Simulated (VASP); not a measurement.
# KBr (Fm-3m) in VASP: settings compared

The runs below take KBr through single point, relaxation of cell and atoms, with PBE, r2SCAN.

Program: VASP 6.6.1. These are calculated values, not measurements. Logs are shortened: lines on timing, memory, paths and dates and some standing lists are left out, and cuts for length are marked.

## Step 1: The cell of the first run

The structure is cubic, space group Fm-3m (No. 225). Conventional cell: a = 6.701 Å, b = 6.701 Å, c = 6.701 Å, α = 90.00°, β = 90.00°, γ = 90.00°. K (site symmetry m-3m) has 6 Br at 3.35 Å within 4.4 Å. Within 4.4 Å of Br (site symmetry m-3m) lie 6 K at 3.35 Å.

## Step 2: Single point, PBE

Input file INCAR:

```
  PREC = Accurate
  ENCUT = 520
  EDIFF = 1E-6
  ISMEAR = -1
  SIGMA = 0.02
  LREAL = F
  LASPH = T
  NELM = 100
  ALGO = Normal
  ISIF = 2
  LWAVE = F
  LCHARG = F
  GGA = PE
  NBANDS = 15
```

Input file KPOINTS:

```
Automatic mesh
0
Gamma
  6 6 6
```

Input file POSCAR:

```
KBr
1.0
    0.0000000000      3.3504479108      3.3504479108
    3.3504479108      0.0000000000      3.3504479108
    3.3504479108      3.3504479108      0.0000000000
K Br
1 1
Direct
    0.0000000000      0.0000000000      0.0000000000
    0.5000000000      0.5000000000      0.5000000000
```

Potentials or basis: VASP PAW PBE potentials, release 64 (K_sv, Br).

Launch:

```sh
cat potpaw_PBE.64/K_sv/POTCAR potpaw_PBE.64/Br/POTCAR > POTCAR
mpirun -np 1 vasp_std > vasp.out
```

OUTCAR:

```text
PREC = Accurate
   ENCUT = 520
   EDIFF = 1E-6
   ISMEAR = -1
   LREAL = F
   LASPH = T
   NELM = 100
   ISIF = 2
   GGA = PE

 ion  position               nearest neighbor table
   1  0.000  0.000  0.000-
   2  0.500  0.500  0.500-

  LATTYP: Found a face centered cubic cell.
 ALAT       =     6.7008958216

  Lattice vectors:

 A1 = (   0.0000000000,   3.3504479108,   3.3504479108)
 A2 = (   3.3504479108,   0.0000000000,   3.3504479108)
 A3 = (   3.3504479108,   3.3504479108,   0.0000000000)

Analysis of symmetry for initial positions (statically):
=====================================================================
 Subroutine PRICEL returns:
 Original cell was already a primitive cell.

 Routine SETGRP: Setting up the symmetry group for a
 face centered cubic supercell.

 Subroutine GETGRP returns: Found 48 space group operations
 (whereof 48 operations were pure point group operations)
 out of a pool of 48 trial point group operations.

The static configuration has the point symmetry O_h .

Analysis of symmetry for dynamics (positions and initial velocities):
=====================================================================
 Subroutine PRICEL returns:
 Original cell was already a primitive cell.

 Routine SETGRP: Setting up the symmetry group for a
 face centered cubic supercell.

 Subroutine GETGRP returns: Found 48 space group operations
 (whereof 48 operations were pure point group operations)
 out of a pool of 48 trial point group operations.

The dynamic configuration has the point symmetry O_h .

 Subroutine INISYM returns: Found 48 space group operations
 (whereof 48 operations are pure point group operations),
 and found     1 'primitive' translations

----------------------------------------------------------------------------------------

                                     Primitive cell

  volume of cell :      75.2209

  direct lattice vectors                    reciprocal lattice vectors
     0.000000000  3.350447911  3.350447911    -0.149233778  0.149233778  0.149233778
     3.350447911  0.000000000  3.350447911     0.149233778 -0.149233778  0.149233778
     3.350447911  3.350447911  0.000000000     0.149233778  0.149233778 -0.149233778

  length of vectors
     4.738248875  4.738248875  4.738248875     0.258480486  0.258480486  0.258480486

  position of ions in fractional coordinates (direct lattice)
     0.000000000  0.000000000  0.000000000
     0.500000000  0.500000000  0.500000000

  ion indices of the primitive-cell ions
   primitive index   ion index
                 1           1
                 2           2

----------------------------------------------------------------------------------------

 KPOINTS: Automatic mesh

Automatic generation of k-mesh.
 Grid dimensions read from file:
 generate k-points for:    6    6    6

 Generating k-lattice:

  Cartesian coordinates                     Fractional coordinates (reciprocal lattice)
    -0.024872296  0.024872296  0.024872296     0.166666667  0.000000000  0.000000000
     0.024872296 -0.024872296  0.024872296     0.000000000  0.166666667  0.000000000
     0.024872296  0.024872296 -0.024872296     0.000000000  0.000000000  0.166666667

  Length of vectors
     0.043080081  0.043080081  0.043080081

  Shift w.r.t. Gamma in fractional coordinates (k-lattice)
     0.000000000  0.000000000  0.000000000

 Subroutine IBZKPT returns following result:
 ===========================================

 Found     16 irreducible k-points:

 Following reciprocal coordinates:
            Coordinates               Weight
  0.000000  0.000000  0.000000      1.000000
  0.166667  0.000000  0.000000      8.000000
  0.333333  0.000000  0.000000      8.000000
  0.500000  0.000000  0.000000      4.000000
  0.166667  0.166667  0.000000      6.000000
  0.333333  0.166667  0.000000     24.000000
[... 8 lines left out ...]
 -0.333333  0.333333  0.166667     24.000000
 -0.333333  0.500000  0.166667     12.000000
   k-points           NKPTS =     16   k-points in BZ     NKDIM =     16   number of bands    NBANDS=     15
   number of dos      NEDOS =    301   number of ions     NIONS =      2
   total plane-waves  NPLWV =  46656
   dimension x,y,z NGX =    36 NGY =   36 NGZ =   36
   dimension x,y,z NGXF=    72 NGYF=   72 NGZF=   72
   ions per type =               1   1
   NGX,Y,Z   is equivalent  to a cutoff of  12.63, 12.63, 12.63 a.u.
   NGXF,Y,Z  is equivalent  to a cutoff of  25.26, 25.26, 25.26 a.u.
 SYSTEM =  unknown system
   PREC   = accura    normal or accurate (medium, high low for compatibility)
   ISTART =      0    job   : 0-new  1-cont  2-samecut
   ICHARG =      2    charge: 1-file 2-atom 10-const
   ISPIN  =      1    spin polarized calculation?
   LNONCOLLINEAR =      F non collinear calculations
   LSORBIT =      F    spin-orbit coupling
   LASPH  =      T    aspherical Exc in radial PAW
   ENCUT  =  520.0 eV  38.22 Ry    6.18 a.u.   8.81  8.81  8.81*2*pi/ulx,y,z
   NELM   =    100;   NELMIN=  2; NELMDL= -5     # of ELM steps
   EDIFF  = 0.1E-05   stopping-criterion for ELM
   LREAL  =      F    real-space projection
   EDIFFG = 0.1E-04   stopping-criterion for IOM
   NSW    =      0    number of steps for IOM
   IBRION =     -1    ionic relax: 0-MD 1-quasi-New 2-CG
   NFREE  =      0    steps in history (QN), initial steepest desc. (CG)
   ISIF   =      2    stress and relaxation
   ISYM   =      2    0-nonsym 1-usesym 2-fastsym
   POTIM  = 0.5000    time-step for ionic-motion
   TEBEG  =    0.0;   TEEND  =   0.0 temperature during run
   PSTRESS=    0.0 pullay stress
   NELECT =      16.0000    total number of electrons
   NUPDOWN=      -1.0000    fix difference up-down
   EMIN   =  10.00;   EMAX   =-10.00  energy-range for DOS
   EFERMI =   0.00;   METHOD = LEGACY
   ISMEAR =    -1;   SIGMA  =   0.02  broadening in eV -4-tet -1-fermi 0-gaus
   EFERMI_NEDOS =   21; number of points for ismear=-14 and -15
   IALGO  =     38    algorithm
   IMIX   =      4    mixing-type and parameters
     AMIX     =   0.40;   BMIX     =  1.00
     AMIX_MAG =   1.60;   BMIX_MAG =  1.00
  volume/ion in A,a.u.               =      37.61       253.81
  Fermi-wavevector in a.u.,A,eV,Ry     =   0.977242  1.846719 12.993580  0.955001
  Thomas-Fermi vector in A             =   2.107924
   LORBIT       =      0    0 simple, 1 ext, 2 COOP (PROOUT), +10 PAW based schemes
   GGA     = PE    functional components
   LHFCALC =     F    Hartree Fock is set to
   AEXX    =    0.0000 exact exchange contribution
   IVDW    =     0    specifies the selected vdW correction
   LEPSILON=     F    determine dielectric tensor
   LRPA    =     F    only Hartree local field effects (RPA)
 non-spin polarized calculation
  energy-cutoff  :      520.00
  volume of cell :       75.22
 maximum number of plane-waves:      2085
   NGX = 17   NGY = 17   NGZ = 17

 number of electron      16.0000000 magnetization

 Free energy of the ion-electron system (eV)
  ---------------------------------------------------
  ext. energy  EPLUGINS =         0.00000000
  ---------------------------------------------------
  free energy    TOTEN  =        -6.22355951 eV

  energy without entropy =       -6.22355951  energy(sigma->0) =       -6.22355951

 E-fermi :  -1.3852     XC(G=0):  -7.1906

 val. band max:       -1.9148991899   @ k =   0.0000   0.0000   0.0000
 cond. band min:       2.4000085422   @ k =   0.0000   0.0000   0.0000
 fundamental gap:      4.3149077321
 Fermi energy:        -1.3851998014

 k-point     1 :       0.0000    0.0000    0.0000
  band No.  band energies     occupation
      1     -29.7961      2.00000
      2     -14.1540      2.00000
      3     -13.2699      2.00000
      4     -13.2699      2.00000
      5     -13.2699      2.00000
      6      -1.9149      2.00000
      7      -1.9149      2.00000
      8      -1.9149      2.00000
      9       2.4000      0.00000
     10       5.6757      0.00000
     11       5.6757      0.00000
     12       5.6757      0.00000
     13       6.4709      0.00000
     14       6.4709      0.00000
     15       9.5664      0.00000

 k-point     2 :       0.1667    0.0000    0.0000
  band No.  band energies     occupation
      1     -29.7950      2.00000
      2     -14.2031      2.00000
      3     -13.2711      2.00000
      4     -13.2711      2.00000
      5     -13.2057      2.00000
      6      -2.2522      2.00000
      7      -1.9936      2.00000
      8      -1.9936      2.00000
      9       3.0281      0.00000
     10       5.5267      0.00000
     11       5.9856      0.00000
     12       5.9856      0.00000
     13       6.8022      0.00000
     14       6.8022      0.00000
     15      10.4002      0.00000

 k-point     3 :       0.3333    0.0000    0.0000
  band No.  band energies     occupation
      1     -29.7929      2.00000
      2     -14.2860      2.00000
      3     -13.2735      2.00000
      4     -13.2735      2.00000
      5     -13.0921      2.00000
      6      -2.7834      2.00000
      7      -2.1421      2.00000
      8      -2.1421      2.00000
      9       4.1445      0.00000
     10       5.6976      0.00000
     11       6.8132      0.00000
     12       6.8132      0.00000
     13       7.6382      0.00000
     14       7.6382      0.00000
     15       9.3268      0.00000

 k-point     4 :       0.5000    0.0000    0.0000
  band No.  band energies     occupation
      1     -29.7918      2.00000
      2     -14.3222      2.00000
      3     -13.2748      2.00000
      4     -13.2748      2.00000
      5     -13.0404      2.00000
      6      -3.0063      2.00000
      7      -2.2125      2.00000
      8      -2.2125      2.00000
      9       4.5772      0.00000
     10       6.1461      0.00000
     11       7.7226      0.00000
     12       7.7226      0.00000
     13       8.0152      0.00000
     14       8.0152      0.00000
     15       8.7192      0.00000
[... 163 lines left out ...]
 k-point    14 :       0.5000    0.3333    0.1667
  band No.  band energies     occupation
      1     -29.7915      2.00000
      2     -14.2158      2.00000
      3     -13.3022      2.00000
      4     -13.2874      2.00000
      5     -13.1536      2.00000
      6      -2.7168      2.00000
      7      -2.2647      2.00000
      8      -2.2273      2.00000
      9       4.9144      0.00000
     10       4.9732      0.00000
     11       6.8260      0.00000
     12       7.6783      0.00000
     13       7.7015      0.00000
     14       7.8586      0.00000
     15       8.8631      0.00000

 k-point    15 :      -0.3333    0.3333    0.1667
  band No.  band energies     occupation
      1     -29.7908      2.00000
      2     -14.2053      2.00000
      3     -13.3101      2.00000
      4     -13.2992      2.00000
      5     -13.1505      2.00000
      6      -2.6830      2.00000
      7      -2.4064      2.00000
      8      -2.2774      2.00000
      9       5.2153      0.00000
     10       5.5999      0.00000
     11       6.4458      0.00000
     12       7.0805      0.00000
     13       8.2719      0.00000
     14       8.5485      0.00000
     15       8.8992      0.00000

 k-point    16 :      -0.3333    0.5000    0.1667
  band No.  band energies     occupation
      1     -29.7905      2.00000
      2     -14.1380      2.00000
      3     -13.3330      2.00000
      4     -13.3106      2.00000
      5     -13.2082      2.00000
      6      -2.5797      2.00000
      7      -2.3527      2.00000
      8      -2.3353      2.00000
      9       4.6786      0.00000
     10       5.8216      0.00000
     11       6.2602      0.00000
     12       7.1486      0.00000
     13       7.9519      0.00000
     14       8.7233      0.00000
     15       9.1765      0.00000

------------------------ aborting loop because EDIFF is reached ----------------------------------------

  FORCE on cell =-STRESS in cart. coord.  units (eV):
  Direction    XX          YY          ZZ          XY          YZ          ZX
  --------------------------------------------------------------------------------------
  -------------------------------------------------------------------------------------
  Total        0.0274015      0.0274015      0.0274015     -0.0000000      0.0000000     -0.0000000
  in kB        0.5836407      0.5836407      0.5836407     -0.0000000      0.0000000     -0.0000000
  external PRESSURE =       0.5836407 kB  Pullay stress =       0.0000000 kB

 VOLUME and BASIS-vectors are now :
 -----------------------------------------------------------------------------
  energy-cutoff  :      520.00
  volume of cell :       75.22
      direct lattice vectors                 reciprocal lattice vectors
     0.000000000  3.350447911  3.350447911    -0.149233778  0.149233778  0.149233778
     3.350447911  0.000000000  3.350447911     0.149233778 -0.149233778  0.149233778
     3.350447911  3.350447911  0.000000000     0.149233778  0.149233778 -0.149233778

 POSITION                                       TOTAL-FORCE (eV/Angst)
 -----------------------------------------------------------------------------------
      0.00000      0.00000      0.00000         0.000000      0.000000     -0.000000
      3.35045      3.35045      3.35045         0.000000      0.000000      0.000000
 -----------------------------------------------------------------------------------
    total drift:                                0.000000      0.000000      0.000000

  FREE ENERGIE OF THE ION-ELECTRON SYSTEM (eV)
  ---------------------------------------------------
  free  energy   TOTEN  =        -6.2235595099 eV

  energy  without entropy=       -6.2235595099  energy(sigma->0) =       -6.22355951
```

Run time: 20 s. Hardware: 1 thread of Intel Xeon Platinum 8375C at 2.90GHz (Ice Lake), shared host; peak memory 0.2 GiB.

Results:

```yaml
Free_energy: -6.2236 eV
Pressure: 0.1 GPa
Band_gap_on_the_k_mesh: 4.31 eV, direct
```

Levels at points of the mesh, in eV from the valence-band top:
| k point | band 5 | band 6 | band 7 | band 8 | band 9 | band 10 | band 11 | band 12 |
| --- | --- | --- | --- | --- | --- | --- | --- | --- |
| (0.00, 0.00, 0.00) | -11.36 | 0.00 | 0.00 | 0.00 | 4.31 | 7.59 | 7.59 | 7.59 |
| (0.50, 0.00, 0.00) | -11.13 | -1.09 | -0.30 | -0.30 | 6.49 | 8.06 | 9.64 | 9.64 |
| (0.50, 0.50, 0.00) | -11.38 | -0.77 | -0.27 | -0.27 | 5.91 | 7.03 | 9.26 | 9.29 |

## Step 3: Relaxation of cell and atoms, PBE

This run uses another cell than the first one, of 35.94 Å³/atom, 0.956 times its volume.

Input file INCAR:

```
PREC = Accurate
ENCUT = 600
EDIFF = 1E-7
ISMEAR = -1
SIGMA = 0.02
LREAL = False
LASPH = True
NELM = 100
ALGO = Normal
ISIF = 3
LWAVE = False
LCHARG = False
GGA = PE
IBRION = 2
NSW = 80
EDIFFG = -0.005
```

Input file KPOINTS:

```
regular mesh
0
Gamma
  6 6 6
```

Input file POSCAR:

```
KBr
1.0
    0.0000000000      3.3000000000      3.3000000000
    3.3000000000      0.0000000000      3.3000000000
    3.3000000000      3.3000000000      0.0000000000
K Br
1 1
Direct
    0.0000000000      0.0000000000      0.0000000000
    0.5000000000      0.5000000000      0.5000000000
```

Potentials or basis: VASP PAW PBE potentials, release 64 (K_sv, Br).

Launch:

```sh
cat potpaw_PBE.64/K_sv/POTCAR potpaw_PBE.64/Br/POTCAR > POTCAR
mpirun -np 1 vasp_std > vasp.out
```

Run time: 82 s. Hardware: 1 thread of Intel Xeon Platinum 8375C at 2.90GHz (Ice Lake), shared host; peak memory 0.25 GiB.

It converged, with:

```yaml
Free_energy: -6.2236 eV
Relaxed_volume: 37.79 Å³/atom
Relaxed_cell: a = 4.746 Å, b = 4.746 Å, c = 4.746 Å, α = 60.00°, β = 60.00°, γ = 60.00°
Space_group_after_relaxing_to_0.05_Å: Fm-3m (No. 225)
Energy_gained_by_relaxing: 4.2 meV/atom
Ionic_steps: 4
Pressure_after_relaxing: 0.0 GPa
Band_gap_on_the_k_mesh: 4.30 eV, direct
```

Step by step:
```tsv
step	energy change (eV)	largest force (eV/Å)	pressure (GPa)	volume (Å³)
1	0.0000	0.0000	0.76	71.87
2	-0.0063	0.0000	0.37	73.67
3	-0.0084	0.0000	-0.05	75.85
4	-0.0084	0.0000	0.00	75.59
```

Final structure:
```yaml
crystal:
  lattice:
    - [0.00000, 3.35588, 3.35588]
    - [3.35588, 0.00000, 3.35588]
    - [3.35588, 3.35588, 0.00000]
  atoms:
    - { symbol: K, position: [0.00000, 0.00000, 0.00000] }
    - { symbol: Br, position: [0.50000, 0.50000, 0.50000] }
```

Levels at points of the mesh, in eV from the valence-band top:
| k point | band 6 | band 7 | band 8 | band 9 | band 10 | band 11 |
| --- | --- | --- | --- | --- | --- | --- |
| (0.00, 0.00, 0.00) | 0.00 | 0.00 | 0.00 | 4.30 | 7.59 | 7.59 |
| (0.50, 0.00, 0.00) | -1.08 | -0.29 | -0.29 | 6.48 | 8.04 | 9.62 |
| (0.50, 0.50, 0.00) | -0.76 | -0.27 | -0.27 | 5.91 | 7.02 | 9.23 |

PBE usually gives volumes a little too large and moduli too small. Zero-point motion and thermal expansion aren't in these numbers.

## Step 4: Single point, r2SCAN

This run uses another cell than the first one, of 36.02 Å³/atom, 0.958 times its volume.

Input file POSCAR:

```
KBr
1.0
    0.0000000000      3.3024387198      3.3024387198
    3.3024387198      0.0000000000      3.3024387198
    3.3024387198      3.3024387198      0.0000000000
K Br
1 1
Direct
    0.0000000000      0.0000000000      0.0000000000
    0.5000000000      0.5000000000      0.5000000000
```

Input file INCAR.step1:

```
SYSTEM = KBr
PREC = Accurate ; ENCUT = 520
ISMEAR = -1 ; SIGMA = 0.02
LREAL = .FALSE. ; LASPH = .TRUE.
NELM = 100 ; NBANDS = 15
GGA = PE ; ALGO = Normal
EDIFF = 1E-4 ; LWAVE = .TRUE.
LCHARG = .FALSE.
```

Input file INCAR.step2:

```
SYSTEM = KBr
PREC = Accurate ; ENCUT = 520
EDIFF = 1E-7 ; ISMEAR = -1
SIGMA = 0.02 ; LREAL = .FALSE.
LASPH = .TRUE. ; NELM = 100
ALGO = Normal ; ISIF = 2
LWAVE = .FALSE. ; LCHARG = .FALSE.
METAGGA = R2SCAN ; LMIXTAU = .TRUE.
NBANDS = 15 ; ISTART = 1
```

Input file KPOINTS:

```
regular mesh
0
G
  6 6 6
  0 0 0
```

Launch:

```sh
cat potpaw_PBE.64/K_sv/POTCAR potpaw_PBE.64/Br/POTCAR > POTCAR
cp INCAR.step1 INCAR
mpirun -np 1 vasp_std > vasp.out
cp INCAR.step2 INCAR
mpirun -np 1 vasp_std > vasp.out
```

Run time: 64 s. Hardware: 1 thread of Intel Xeon Platinum 8375C at 2.90GHz (Ice Lake), shared host; peak memory 0.22 GiB.

The run converged. Its results:

| Quantity | Value |
| --- | --- |
| Free energy | -23.2487 eV |
| Pressure | 0.0 GPa |
| Band gap on the k mesh | 5.07 eV, direct |

Levels at points of the mesh, in eV from the valence-band top:
```tsv
k point	band 6	band 7	band 8	band 9	band 10	band 11
(0.00, 0.00, 0.00)	0.00	0.00	0.00	5.07	8.24	8.24
(0.50, 0.00, 0.00)	-1.16	-0.33	-0.33	7.13	8.86	10.53
(0.50, 0.50, 0.00)	-0.82	-0.29	-0.29	6.36	8.02	10.12
```

Caveat: the PAW data sets were made with another functional, which shifts forces and pressure a little.

## Step 5: Overview

| task | level | cell | cutoff (eV) | gap on the mesh (eV) | pressure (GPa) |
| --- | --- | --- | --- | --- | --- |
| single point | PBE | a = 4.738 Å, angles 60.0°, 2 atoms | 520 | 4.31 | 0.1 |
| relaxation of cell and atoms | PBE | relaxed from a = 4.667 Å, angles 60.0°, 2 atoms | 600 | 4.30 | 0.0 |
| single point | r2SCAN | a = 4.670 Å, angles 60.0°, 2 atoms | 520 | 5.07 | 0.0 |

Alike in all rows: potentials or basis VASP PAW PBE potentials, release 64 (K_sv, Br); no spin polarisation; k mesh 6 × 6 × 6; smearing fermi-dirac 0.02 eV.

Caveats: the PAW data sets were made with another functional, which shifts forces and pressure a little (some runs).

Absolute energies hang on the potentials; compare differences alone.
